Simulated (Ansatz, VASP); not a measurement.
## Na3FeSb: VASP beside Ansatz

```
Na Fe Sb
1.0
     5.87967    0.00000    0.00000
     0.00000    5.87967    0.00000
     0.00000    0.00000    5.87967
Na Fe Sb
3 1 1
Direct
  0.00000 0.50000 0.50000
  0.50000 0.00000 0.50000
  0.50000 0.50000 0.00000
  0.00000 0.00000 0.00000
  0.50000 0.50000 0.50000
```

Alike in both runs: task single point; functional PBE; k mesh 4 × 4 × 4; occupations gaussian, width 0.1 eV; collinear spin.

```csv
,VASP,Ansatz
version,VASP 6.6.1,Ansatz 0.2.0
potentials or method,"VASP PAW PBE potentials, release 64 (Na_pv, Fe, Sb), cutoff 520 eV","scalar-relativistic, plane waves, PAW"
valence electrons in the cell,34,58
```

```tsv
	VASP	Ansatz	Ansatz less VASP
gap on the k mesh at the Fermi level (eV)	none	none	-
pressure (GPa)	0.0	0.0	+0.02
net moment per atom (μB)	0.80	0.80	-0.001
size of the moment on the site where the two differ most (μB)	3.50	3.71	+0.214
```

Site moments also hang on the region over which each program counts them. A gap of «none» marks a metal or a gap that the smearing closes. VASP's potentials hold 34 valence electrons a cell and Ansatz's 58, so a difference there can come from the potentials and not from the codes. Ansatz's warnings: given moment on shells.

Neither program's run includes spin-orbit coupling.
